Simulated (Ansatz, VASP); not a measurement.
**One calculation of Os, two programs**

The input INCAR:

```
SYSTEM = Os
PREC = Accurate
ENCUT = 520
EDIFF = 1E-6
ISMEAR = -1
SIGMA = 0.05
LREAL = .False.
LASPH = .True.
NELM = 80
ALGO = Normal
ISIF = 2
LWAVE = .False.
LCHARG = .False.
GGA = PE
NBANDS = 10
```

The input KPOINTS:

```
regular mesh
0
Gamma
  14 14 14
  0 0 0
```

POSCAR

```
Os
1.0
    0.0000000000      1.9450000000      1.9061000000
    1.9450000000      0.0000000000      1.9061000000
    1.9450000000      1.9450000000      0.0000000000
Os
1
Direct
    0.0000000000      0.0000000000      0.0000000000
```

Input for Ansatz:

```yaml
crystal:
  lattice:
    - [0.0, 1.945, 1.9061]
    - [1.945, 0.0, 1.9061]
    - [1.945, 1.945, 0.0]
  atoms:
    - { symbol: Os, position: [0.0, 0.0, 0.0] }
kpoints:
  mp_grid: { grid: [14, 14, 14] }
  band_path:
    path:
      - [0.0, 0.0, 0.0]
      - [0.0, 0.5, 0.5]
      - [0.25, 0.75, 0.5]
      - [0.0, 0.5, 0.0]
      - [0.0, 0.0, 0.0]
      - [0.5, 0.5, 0.0]
      - [0.3801541025, 0.6198458975, 0.0]
      - [-0.3801541025, 0.3801541025, 0.0]
      - [0.0, 0.0, 0.0]
    npoints: 5
scf:
  occupations: { method: fermi_dirac, width: 0.05 }
hamiltonian:
  xc: pbe
  pseudopotentials: { kind: all_electron, lapw: { basis_error: 0.0005 } }
output:
  forces: true
  stress: true
  eigenvalues: true
```

Change from the starting cell: zz strain of -2 %.

Alike in both runs: task single point; functional PBE; k mesh 14 × 14 × 14; occupations fermi-dirac, width 0.05 eV; no spin polarisation.

```csv
,VASP,Ansatz
version,VASP 6.6.1,Ansatz 0.2.0
potentials or method,"VASP PAW PBE potentials, release 64 (Os), cutoff 520 eV","all-electron LAPW, scalar-relativistic"
```

```csv
,VASP,Ansatz,Ansatz less VASP
pressure (GPa),-2.2,-2.0,+0.16
"traceless stress, the component that is largest in VASP (GPa)",3.86,3.89,+0.025
```

Ansatz ran all-electron here, and VASP with PAW potentials.

Neither program's run includes spin-orbit coupling.
